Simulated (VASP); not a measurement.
# Al (Im-3m) in VASP: notebook, part 2 of 2

VASP 6.6.1.

## Step 4: Single point, LDA

This run uses another cell than the first one, of 16.76 Å³/atom, 1.040 times its volume.

INCAR

```
ALGO = Normal ; EDIFF = 1E-7
ENCUT = 520 ; GGA = CA
ISIF = 2 ; ISMEAR = -1
LASPH = True ; LCHARG = False
LREAL = False ; LWAVE = False
NBANDS = 8 ; NELM = 80
PREC = Accurate ; SIGMA = 0.1
```

KPOINTS

```
k-points
0
Gamma
  13 13 13
```

POSCAR

```
Al
1.0
   -1.6121584934      1.6121584934      1.6121584934
    1.6121584934     -1.6121584934      1.6121584934
    1.6121584934      1.6121584934     -1.6121584934
Al
1
Direct
    0.0000000000      0.0000000000      0.0000000000
```

Potentials or basis: VASP PAW LDA potentials, release 64 (Al).

Launch:

```sh
> cat potpaw_LDA.64/Al/POTCAR > POTCAR
> mpirun -np 1 vasp_std > vasp.out
```

OUTCAR:

```text
EDIFF = 1E-7
   ENCUT = 520
   GGA = CA
   ISIF = 2
   ISMEAR = -1
   LASPH = True
   LREAL = False
   NELM = 80
   PREC = Accurate

 ion  position               nearest neighbor table
   1  0.000  0.000  0.000-

  LATTYP: Found a body centered cubic cell.
 ALAT       =     3.2243169868

  Lattice vectors:

 A1 = (  -1.6121584934,   1.6121584934,   1.6121584934)
 A2 = (   1.6121584934,  -1.6121584934,   1.6121584934)
 A3 = (   1.6121584934,   1.6121584934,  -1.6121584934)

Analysis of symmetry for initial positions (statically):
=====================================================================
 Subroutine PRICEL returns:
 Original cell was already a primitive cell.

 Routine SETGRP: Setting up the symmetry group for a
 body centered cubic supercell.

 Subroutine GETGRP returns: Found 48 space group operations
 (whereof 48 operations were pure point group operations)
 out of a pool of 48 trial point group operations.

The static configuration has the point symmetry O_h .

Analysis of symmetry for dynamics (positions and initial velocities):
=====================================================================
 Subroutine PRICEL returns:
 Original cell was already a primitive cell.

 Routine SETGRP: Setting up the symmetry group for a
 body centered cubic supercell.

 Subroutine GETGRP returns: Found 48 space group operations
 (whereof 48 operations were pure point group operations)
 out of a pool of 48 trial point group operations.

The dynamic configuration has the point symmetry O_h .

 Subroutine INISYM returns: Found 48 space group operations
 (whereof 48 operations are pure point group operations),
 and found     1 'primitive' translations

----------------------------------------------------------------------------------------

                                     Primitive cell

  volume of cell :      16.7604

  direct lattice vectors                    reciprocal lattice vectors
    -1.612158493  1.612158493  1.612158493     0.000000000  0.310143204  0.310143204
     1.612158493 -1.612158493  1.612158493     0.310143204  0.000000000  0.310143204
     1.612158493  1.612158493 -1.612158493     0.310143204  0.310143204  0.000000000

  length of vectors
     2.792340420  2.792340420  2.792340420     0.438608725  0.438608725  0.438608725

  position of ions in fractional coordinates (direct lattice)
     0.000000000  0.000000000  0.000000000

  ion indices of the primitive-cell ions
   primitive index   ion index
                 1           1

----------------------------------------------------------------------------------------

 KPOINTS: k-points

Automatic generation of k-mesh.
 Grid dimensions read from file:
 generate k-points for:   13   13   13

 Generating k-lattice:

  Cartesian coordinates                     Fractional coordinates (reciprocal lattice)
     0.000000000  0.023857170  0.023857170     0.076923077  0.000000000  0.000000000
     0.023857170  0.000000000  0.023857170     0.000000000  0.076923077  0.000000000
     0.023857170  0.023857170  0.000000000     0.000000000  0.000000000  0.076923077

  Length of vectors
     0.033739133  0.033739133  0.033739133

  Shift w.r.t. Gamma in fractional coordinates (k-lattice)
     0.000000000  0.000000000  0.000000000

 Subroutine IBZKPT returns following result:
 ===========================================

 Found     84 irreducible k-points:

 Following reciprocal coordinates:
            Coordinates               Weight
  0.000000  0.000000  0.000000      1.000000
  0.076923  0.000000  0.000000     12.000000
  0.153846  0.000000  0.000000     12.000000
  0.230769  0.000000  0.000000     12.000000
  0.307692  0.000000  0.000000     12.000000
  0.384615  0.000000  0.000000     12.000000
[... 16 lines left out ...]
  0.153846  0.076923  0.076923     24.000000
  0.230769  0.076923  0.076923     24.000000
 [... further k-points ...]
   k-points           NKPTS =     84   k-points in BZ     NKDIM =     84   number of bands    NBANDS=      8
   number of dos      NEDOS =    301   number of ions     NIONS =      1
   total plane-waves  NPLWV =  13824
   dimension x,y,z NGX =    24 NGY =   24 NGZ =   24
   dimension x,y,z NGXF=    48 NGYF=   48 NGZF=   48
   ions per type =               1
   NGX,Y,Z   is equivalent  to a cutoff of  14.29, 14.29, 14.29 a.u.
   NGXF,Y,Z  is equivalent  to a cutoff of  28.58, 28.58, 28.58 a.u.
 SYSTEM =  unknown system
   PREC   = accura    normal or accurate (medium, high low for compatibility)
   ISTART =      0    job   : 0-new  1-cont  2-samecut
   ICHARG =      2    charge: 1-file 2-atom 10-const
   ISPIN  =      1    spin polarized calculation?
   LNONCOLLINEAR =      F non collinear calculations
   LSORBIT =      F    spin-orbit coupling
   LASPH  =      T    aspherical Exc in radial PAW
   ENCUT  =  520.0 eV  38.22 Ry    6.18 a.u.   5.19  5.19  5.19*2*pi/ulx,y,z
   NELM   =     80;   NELMIN=  2; NELMDL= -5     # of ELM steps
   EDIFF  = 0.1E-06   stopping-criterion for ELM
   LREAL  =      F    real-space projection
   EDIFFG = 0.1E-05   stopping-criterion for IOM
   NSW    =      0    number of steps for IOM
   IBRION =     -1    ionic relax: 0-MD 1-quasi-New 2-CG
   NFREE  =      0    steps in history (QN), initial steepest desc. (CG)
   ISIF   =      2    stress and relaxation
   ISYM   =      2    0-nonsym 1-usesym 2-fastsym
   POTIM  = 0.5000    time-step for ionic-motion
   TEBEG  =    0.0;   TEEND  =   0.0 temperature during run
   PSTRESS=    0.0 pullay stress
   NELECT =       3.0000    total number of electrons
   NUPDOWN=      -1.0000    fix difference up-down
   EMIN   =  10.00;   EMAX   =-10.00  energy-range for DOS
   EFERMI =   0.00;   METHOD = LEGACY
   ISMEAR =    -1;   SIGMA  =   0.10  broadening in eV -4-tet -1-fermi 0-gaus
   EFERMI_NEDOS =   21; number of points for ismear=-14 and -15
   IALGO  =     38    algorithm
   IMIX   =      4    mixing-type and parameters
     AMIX     =   0.40;   BMIX     =  1.00
     AMIX_MAG =   1.60;   BMIX_MAG =  1.00
  volume/ion in A,a.u.               =      16.76       113.10
  Fermi-wavevector in a.u.,A,eV,Ry     =   0.922616  1.743491 11.581548  0.851220
  Thomas-Fermi vector in A             =   2.048162
   LORBIT       =      0    0 simple, 1 ext, 2 COOP (PROOUT), +10 PAW based schemes
   GGA     = CA    functional components
   LHFCALC =     F    Hartree Fock is set to
   AEXX    =    0.0000 exact exchange contribution
   IVDW    =     0    specifies the selected vdW correction
   LEPSILON=     F    determine dielectric tensor
   LRPA    =     F    only Hartree local field effects (RPA)
 non-spin polarized calculation
  energy-cutoff  :      520.00
  volume of cell :       16.76
 maximum number of plane-waves:       466
 NGX is ok and might be reduce to    24
   NGX = 11   NGY = 11   NGZ = 11

 number of electron       3.0000000 magnetization

 Free energy of the ion-electron system (eV)
  ---------------------------------------------------
  ext. energy  EPLUGINS =         0.00000000
  ---------------------------------------------------
  free energy    TOTEN  =        -4.09452029 eV

  energy without entropy =       -4.08041890  energy(sigma->0) =       -4.08746959

 E-fermi :   7.6398     XC(G=0): -10.2898

 val. band max:        7.5897163530   @ k =   0.2308   0.2308   0.1538
 cond. band min:       7.6755439495   @ k =  -0.3846   0.3846   0.1538
 fundamental gap:      0.0858275965
 Fermi energy:         7.6398261918

 k-point     1 :       0.0000    0.0000    0.0000
  band No.  band energies     occupation
      1      -3.3582      2.00000
      2      20.7318      0.00000
      3      20.7318      0.00000
      4      20.7318      0.00000
      5      21.8302      0.00000
      6      21.8302      0.00000
      7      21.8302      0.00000
      8      23.7947      0.00000
[... 243 lines left out ...]
 k-point    24 :       0.2308    0.0769    0.0769
  band No.  band energies     occupation
      1      -0.3617      2.00000
      2      10.0127      0.00000
      3      13.8069      0.00000
      4      14.1688      0.00000
      5      21.8206      0.00000
      6      22.2590      0.00000
      7      25.8047      0.00000
      8      26.1001      0.00000

 [... further k-points ...]

------------------------ aborting loop because EDIFF is reached ----------------------------------------

  FORCE on cell =-STRESS in cart. coord.  units (eV):
  Direction    XX          YY          ZZ          XY          YZ          ZX
  --------------------------------------------------------------------------------------
  -------------------------------------------------------------------------------------
  Total       -0.2634458     -0.2634458     -0.2634458     -0.0000000      0.0000000     -0.0000000
  in kB      -25.1836524    -25.1836524    -25.1836524     -0.0000000      0.0000000     -0.0000000
  external PRESSURE =     -25.1836524 kB  Pullay stress =       0.0000000 kB

 VOLUME and BASIS-vectors are now :
 -----------------------------------------------------------------------------
  energy-cutoff  :      520.00
  volume of cell :       16.76
      direct lattice vectors                 reciprocal lattice vectors
    -1.612158493  1.612158493  1.612158493     0.000000000  0.310143204  0.310143204
     1.612158493 -1.612158493  1.612158493     0.310143204  0.000000000  0.310143204
     1.612158493  1.612158493 -1.612158493     0.310143204  0.310143204  0.000000000

 POSITION                                       TOTAL-FORCE (eV/Angst)
 -----------------------------------------------------------------------------------
      0.00000      0.00000      0.00000         0.000000     -0.000000     -0.000000
 -----------------------------------------------------------------------------------
    total drift:                                0.000000      0.000000      0.000000

  FREE ENERGIE OF THE ION-ELECTRON SYSTEM (eV)
  ---------------------------------------------------
  free  energy   TOTEN  =        -4.0945202902 eV

  energy  without entropy=       -4.0804188979  energy(sigma->0) =       -4.08746959
```

stdout:

```text
POSCAR found type information on POSCAR Al
 POSCAR found :  1 types and       1 ions
 scaLAPACK will be used
 LDA part: xc-table for (Slater(with rela. corr.)+CA(PZ))
 , standard interpolation
 POSCAR, INCAR and KPOINTS ok, starting setup
 FFT: planning ... GRIDC
 FFT: planning ... GRID_SOFT
 FFT: planning ... GRID
 WAVECAR not read
 entering main loop
```

Run time: 2.9 s. Hardware: 1 thread of Intel Xeon 6975P-C (Granite Rapids), shared host; peak memory 0.12 GiB.

Results:

- Free energy: -4.0945 eV
- Pressure: -2.5 GPa

Levels at points of the mesh, in eV from the Fermi level:
```csv
k point,band 1,band 2,band 3,band 4,band 5,band 6
"(0.00, 0.00, 0.00)",-11.00,13.09,13.09,13.09,14.19,14.19
```

## Step 5: Single point, LDA

This run uses another cell than the first one, of 17.08 Å³/atom, 1.060 times its volume.

INCAR

```
SYSTEM = Al
PREC = Accurate
ENCUT = 520
EDIFF = 1E-7
ISMEAR = -1
SIGMA = 0.1
LREAL = .FALSE.
LASPH = .TRUE.
NELM = 60
ALGO = Normal
ISIF = 2
LWAVE = .FALSE.
LCHARG = .FALSE.
NBANDS = 8
```

KPOINTS

```
regular mesh
0
G
  13 13 13
  0 0 0
```

POSCAR

```
Al
1.0
   -1.6224272957      1.6224272957      1.6224272957
    1.6224272957     -1.6224272957      1.6224272957
    1.6224272957      1.6224272957     -1.6224272957
Al
1
Direct
    0.0000000000      0.0000000000      0.0000000000
```

Potentials or basis: VASP PAW LDA potentials, release 64 (Al).

Launch:

```sh
> cat potpaw_LDA.64/Al/POTCAR > POTCAR
> mpirun -np 1 vasp_std > vasp.out
```

OUTCAR:

```text
SYSTEM = Al
   PREC = Accurate
   ENCUT = 520
   EDIFF = 1E-7
   ISMEAR = -1
   LREAL = .FALSE.
   LASPH = .TRUE.
   NELM = 60
   ISIF = 2

 ion  position               nearest neighbor table
   1  0.000  0.000  0.000-

  LATTYP: Found a body centered cubic cell.
 ALAT       =     3.2448545914

  Lattice vectors:

 A1 = (  -1.6224272957,   1.6224272957,   1.6224272957)
 A2 = (   1.6224272957,  -1.6224272957,   1.6224272957)
 A3 = (   1.6224272957,   1.6224272957,  -1.6224272957)

Analysis of symmetry for initial positions (statically):
=====================================================================
 Subroutine PRICEL returns:
 Original cell was already a primitive cell.

 Routine SETGRP: Setting up the symmetry group for a
 body centered cubic supercell.

 Subroutine GETGRP returns: Found 48 space group operations
 (whereof 48 operations were pure point group operations)
 out of a pool of 48 trial point group operations.

The static configuration has the point symmetry O_h .

Analysis of symmetry for dynamics (positions and initial velocities):
=====================================================================
 Subroutine PRICEL returns:
 Original cell was already a primitive cell.

 Routine SETGRP: Setting up the symmetry group for a
 body centered cubic supercell.

 Subroutine GETGRP returns: Found 48 space group operations
 (whereof 48 operations were pure point group operations)
 out of a pool of 48 trial point group operations.

The dynamic configuration has the point symmetry O_h .

 Subroutine INISYM returns: Found 48 space group operations
 (whereof 48 operations are pure point group operations),
 and found     1 'primitive' translations

----------------------------------------------------------------------------------------

                                     Primitive cell

  volume of cell :      17.0827

[... 107 lines left out ...]
  volume/ion in A,a.u.               =      17.08       115.28
  Fermi-wavevector in a.u.,A,eV,Ry     =   0.916776  1.732456 11.435406  0.840479
  Thomas-Fermi vector in A             =   2.041670
   LORBIT       =      0    0 simple, 1 ext, 2 COOP (PROOUT), +10 PAW based schemes
   GGA     = CA    functional components
   LHFCALC =     F    Hartree Fock is set to
   AEXX    =    0.0000 exact exchange contribution
   IVDW    =     0    specifies the selected vdW correction
   LEPSILON=     F    determine dielectric tensor
   LRPA    =     F    only Hartree local field effects (RPA)
 non-spin polarized calculation
  energy-cutoff  :      520.00
  volume of cell :       17.08
 maximum number of plane-waves:       472
 NGX is ok and might be reduce to    24
   NGX = 11   NGY = 11   NGZ = 11

 number of electron       3.0000000 magnetization

 Free energy of the ion-electron system (eV)
  ---------------------------------------------------
  ext. energy  EPLUGINS =         0.00000000
  ---------------------------------------------------
  free energy    TOTEN  =        -4.08827805 eV

  energy without entropy =       -4.07356602  energy(sigma->0) =       -4.08092204

 E-fermi :   7.4410     XC(G=0): -10.2197

 val. band max:        7.4203193091   @ k =   0.2308   0.2308   0.1538
 cond. band min:       7.4785496528   @ k =  -0.3846   0.3846   0.1538
 fundamental gap:      0.0582303437
 Fermi energy:         7.4410428010

 k-point     1 :       0.0000    0.0000    0.0000
  band No.  band energies     occupation
      1      -3.4226      2.00000
      2      20.4264      0.00000
      3      20.4264      0.00000
      4      20.4264      0.00000
      5      21.3666      0.00000
      6      21.3666      0.00000
      7      21.3666      0.00000
      8      23.4562      0.00000
[... 243 lines left out ...]
 k-point    24 :       0.2308    0.0769    0.0769
  band No.  band energies     occupation
      1      -0.4628      2.00000
      2       9.7910      0.00000
      3      13.5667      0.00000
      4      13.8535      0.00000
      5      21.4554      0.00000
      6      21.8755      0.00000
      7      25.3974      0.00000
      8      25.6904      0.00000

 [... further k-points ...]

------------------------ aborting loop because EDIFF is reached ----------------------------------------

  FORCE on cell =-STRESS in cart. coord.  units (eV):
  Direction    XX          YY          ZZ          XY          YZ          ZX
  --------------------------------------------------------------------------------------
  -------------------------------------------------------------------------------------
  Total       -0.3919904     -0.3919904     -0.3919904     -0.0000000      0.0000000      0.0000000
  in kB      -36.7646330    -36.7646330    -36.7646330     -0.0000000      0.0000000      0.0000000
  external PRESSURE =     -36.7646330 kB  Pullay stress =       0.0000000 kB

 VOLUME and BASIS-vectors are now :
 -----------------------------------------------------------------------------
  energy-cutoff  :      520.00
  volume of cell :       17.08
      direct lattice vectors                 reciprocal lattice vectors
    -1.622427296  1.622427296  1.622427296     0.000000000  0.308180219  0.308180219
     1.622427296 -1.622427296  1.622427296     0.308180219  0.000000000  0.308180219
     1.622427296  1.622427296 -1.622427296     0.308180219  0.308180219  0.000000000

 POSITION                                       TOTAL-FORCE (eV/Angst)
 -----------------------------------------------------------------------------------
      0.00000      0.00000      0.00000         0.000000      0.000000      0.000000
 -----------------------------------------------------------------------------------
    total drift:                                0.000000     -0.000000      0.000000

  FREE ENERGIE OF THE ION-ELECTRON SYSTEM (eV)
  ---------------------------------------------------
  free  energy   TOTEN  =        -4.0882780538 eV

  energy  without entropy=       -4.0735660203  energy(sigma->0) =       -4.08092204
```

Run time: 2.8 s. Hardware: 1 thread of Intel Xeon 6975P-C (Granite Rapids), shared host; peak memory 0.12 GiB.

What came out:

```
Free energy : -4.0883 eV
Pressure    : -3.7 GPa
```

Levels at points of the mesh, in eV from the Fermi level:
```csv
k point,band 1,band 2,band 3,band 4,band 5
"(0.00, 0.00, 0.00)",-10.86,12.99,12.99,12.99,13.93
```

## Step 6: Summary

| cell | gap on the mesh (eV) | pressure (GPa) |
| --- | --- | --- |
| a = 2.756 Å, angles 109.5°, 1 atom | none | 0.2 |
| a = 2.774 Å, angles 109.5°, 1 atom | none | -1.2 |
| a = 2.792 Å, angles 109.5°, 1 atom | none | -2.5 |
| a = 2.810 Å, angles 109.5°, 1 atom | none | -3.7 |

Alike in all rows: task single point; level LDA; potentials or basis VASP PAW LDA potentials, release 64 (Al); no spin polarisation; k mesh 13 × 13 × 13; cutoff (eV) 520; smearing fermi-dirac 0.1 eV.

Total energies depend on the potentials used, so only differences within one code and one set of settings carry meaning.
